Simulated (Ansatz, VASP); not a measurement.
**AlN: VASP beside Ansatz**

```
CELL_PARAMETERS angstrom
3.12859 0.00000 0.00000
-1.56429 2.70944 0.00000
0.00000 0.00000 5.01696
ATOMIC_POSITIONS crystal
Al 0.66667 0.33333 0.49929
Al 0.33333 0.66667 0.99929
N 0.66667 0.33333 0.88071
N 0.33333 0.66667 0.38071
```

Alike in both runs: task relaxation of cell and atoms; functional RPBE; k mesh 9 × 9 × 4; occupations gaussian, width 0.02 eV; no spin polarisation.

|  | VASP | Ansatz |
| --- | --- | --- |
| version | VASP 6.6.1 | Ansatz 0.2.0 |
| potentials or method | VASP PAW PBE potentials, release 64 (Al, N), cutoff 600 eV | scalar-relativistic, plane waves, PAW |
| valence electrons in the cell | 16 | 16 |

```csv
,VASP,Ansatz,Ansatz less VASP
"gap on the k mesh at the Fermi level, each at its own relaxed structure (eV)",3.97,3.92,-0.046
relaxed volume (Å³/atom),10.80,10.84,+0.036
relaxed cell length with the largest relative difference (Å),5.043,5.049,+0.0058
```

VASP's potentials were made for PBE, not for RPBE.
